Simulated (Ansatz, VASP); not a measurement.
## One calculation of Y2MgC2, two programs

File INCAR:

```
SYSTEM = Y2MgC2
ALGO = Normal
EDIFF = 1E-6
ENCUT = 520
GGA = PE
ISIF = 2
ISMEAR = 0
LASPH = .TRUE.
LCHARG = .FALSE.
LREAL = .FALSE.
LWAVE = .FALSE.
NBANDS = 24
NELM = 80
PREC = Accurate
SIGMA = 0.1
```

File KPOINTS:

```
k-points
0
G
  6 6 6
  0 0 0
```

POSCAR

```
Y2MgC2
1.0
    2.4048769500      1.3884563500      4.9445219200
   -2.4048769500      1.3884563500      4.9445219200
    0.0000000000     -2.7769127100      4.9445219200
Y Mg C
2 1 2
Direct
    0.2680929000      0.2680929000      0.2680929000
    0.7319071000      0.7319071000      0.7319071000
    0.5000000000      0.5000000000      0.5000000000
    0.8801388100      0.8801388100      0.8801388100
    0.1198611900      0.1198611900      0.1198611900
```

Input for Ansatz:

```yaml
crystal:
  lattice:
    - [2.40487695, 1.38845635, 4.94452192]
    - [-2.40487695, 1.38845635, 4.94452192]
    - [0.0, -2.77691271, 4.94452192]
  atoms:
    - { symbol: "Y", position: [0.2680929, 0.2680929, 0.2680929] }
    - { symbol: "Y", position: [0.7319071, 0.7319071, 0.7319071] }
    - { symbol: Mg, position: [0.5, 0.5, 0.5] }
    - { symbol: C, position: [0.88013881, 0.88013881, 0.88013881] }
    - { symbol: C, position: [0.11986119, 0.11986119, 0.11986119] }
basis:
  ecutwfc: 420
kpoints:
  mp_grid: { grid: [6, 6, 6] }
hamiltonian:
  xc: pbe
scf:
  occupations: { method: gaussian, width: 0.1 }
  lower_state_search: "off"
output:
  forces: true
  stress: true
  eigenvalues: true
```

Alike in both runs: task single point; functional PBE; k mesh 6 × 6 × 6; occupations gaussian, width 0.1 eV; no spin polarisation.

|  | VASP | Ansatz |
| --- | --- | --- |
| version | VASP 6.6.1 | Ansatz 0.2.0 |
| potentials or method | VASP PAW PBE potentials, release 64 (Y_sv, Mg, C), cutoff 520 eV | scalar-relativistic, plane waves, PAW |
| valence electrons in the cell | 32 | 40 |

VASP gave:

| Item | Value |
| --- | --- |
| gap on the k mesh at the Fermi level (eV) | none |
| pressure (GPa) | -6.9 |
| traceless stress, the component that is largest in VASP (GPa) | 12.60 |
| rms of the force components (eV/Å) | 0.799 |

Question: Estimate Ansatz's values.

Answer: gap on the k mesh at the Fermi level (eV): none; pressure (GPa): -6.8; traceless stress, the component that is largest in VASP (GPa): 12.60; rms of the force components (eV/Å): 0.800.

Atom by atom the forces differ by 0.002 eV/Å (rms over components). A gap of «none» marks a metal or a gap that the smearing closes. VASP's potentials hold 32 valence electrons a cell and Ansatz's 40, so a difference there can come from the potentials and not from the codes.
